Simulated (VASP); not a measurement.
**SnTe: single point with PBE**

The system is SnTe.

```
Sn Te
1.0
     0.00000    3.51216    3.51216
     3.51216    0.00000    3.51216
     3.51216    3.51216    0.00000
Sn Te
1 1
Direct
  0.00000 0.00000 0.00000
  0.75000 0.75000 0.75000
```

| Property | Result |
| --- | --- |
| Program | VASP 6.6.1 |
| Task | single point |
| Functional | PBE |
| Potentials or basis | VASP PAW PBE potentials, release 64 (Sn_d, Te) |
| Cutoff | 500 eV |
| k mesh | 6 × 6 × 6 |
| Occupations | gaussian, width 0.01 eV |
| Spin | no spin polarisation |

```json
{
 "Pressure": "2.4 GPa",
 "Band gap on the k mesh": "0.06 eV, indirect (least direct gap 0.70 eV)"
}
```

Levels at points of the mesh, in eV from the valence-band top:
```tsv
k point	band 7	band 8	band 9	band 10	band 11	band 12	band 13	band 14
(0.00, 0.00, 0.00)	-4.85	-2.04	-2.04	-2.04	1.04	1.04	1.04	4.20
(0.50, 0.00, 0.00)	-7.14	-2.63	-2.63	-2.04	1.89	1.89	3.83	5.74
(0.50, 0.50, 0.00)	-7.54	-3.37	-3.37	-0.63	0.06	4.30	4.30	5.64
```

Run time: 9.1 s on 1 thread of Intel(R) Xeon(R) 6975P-C (Granite Rapids), on a shared host, peak memory 0.21 GiB.

Caveat: spin-orbit coupling is left out, which moves the levels of the heavy elements. A k mesh can miss the band edges.
